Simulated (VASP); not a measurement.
Crystal: CuAu.

```
CELL_PARAMETERS angstrom
2.81075 0.00000 0.00000
0.00000 2.81075 0.00000
0.00000 0.00000 3.68500
ATOMIC_POSITIONS crystal
Au 0.00000 0.00000 0.00000
Cu 0.50000 0.50000 0.50000
```

Base run:

* Program: VASP 6.6.1
* Functional: r2SCAN
* Potentials or basis: VASP PAW PBE potentials, release 64 (Au, Cu)
* Cutoff: 520 eV
* k mesh: 9 × 9 × 7
* Occupations: fermi-dirac, width 0.05 eV
* Spin: no spin polarisation

Its results: band gap on the k mesh zero (band 11 reaches 12.18 eV, above the bottom of band 12 at 6.52 eV); pressure -0.3 GPa.

Task: After a change of settings the same cell gave: band gap on the k mesh zero (band 11 reaches 14.57 eV, above the bottom of band 12 at 5.21 eV); pressure 2.7 GPa. Which change was it?
A. functional from r2SCAN to LDA; potentials or basis from VASP PAW PBE potentials, release 64 (Au, Cu) to VASP PAW LDA potentials, release 64 (Au, Cu)
B. functional from r2SCAN to PBE0; k mesh from 9 × 9 × 7 to 5 × 5 × 4
C. functional from r2SCAN to HSE06; k mesh from 9 × 9 × 7 to 6 × 6 × 4
D. functional from r2SCAN to PBE

Result: C.

Caveats: some runs use coarse meshes; the PAW data sets were made with another functional, which shifts forces and pressure a little; spin-orbit coupling is left out, which moves the levels of the heavy elements.
